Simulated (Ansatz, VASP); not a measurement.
Pd: VASP beside Ansatz

```
CELL_PARAMETERS angstrom
0.00000 1.97211 1.97211
1.97211 0.00000 1.97211
1.97211 1.97211 0.00000
ATOMIC_POSITIONS crystal
Pd 0.00000 0.00000 0.00000
```

Change from the starting cell: volume scaled by 1.04.

Alike in both runs: functional PBE; k mesh 12 × 12 × 12; occupations gaussian, width 0.05 eV; collinear spin; fixed moment 1 μB; Hubbard terms Pd d U = 7.0 eV.

```csv
,VASP,Ansatz
version,VASP 6.6.1,Ansatz 0.2.0
potentials or method,"VASP PAW PBE potentials, release 64 (Pd), cutoff 500 eV","all-electron LAPW, inner shells corrected to Dirac's equation"
task,single point,band structure
```

Ansatz gave:

```
pressure (GPa)                                                : 2.2
size of the moment on the site where the two differ most (μB) : 0.93
```

Problem. What did VASP give for the same quantities?

Solution. Pressure (GPa): -10.2; size of the moment on the site where the two differ most (μB): 1.07.

Site moments also hang on the region over which each program counts them. The programs project onto different local orbitals, so the same U acts differently, and such runs can settle in different states. Ansatz ran all-electron here, and VASP with PAW potentials.

Noted on Ansatz's run: U is the effective U less J, on atomic orbitals that reach past the spheres.
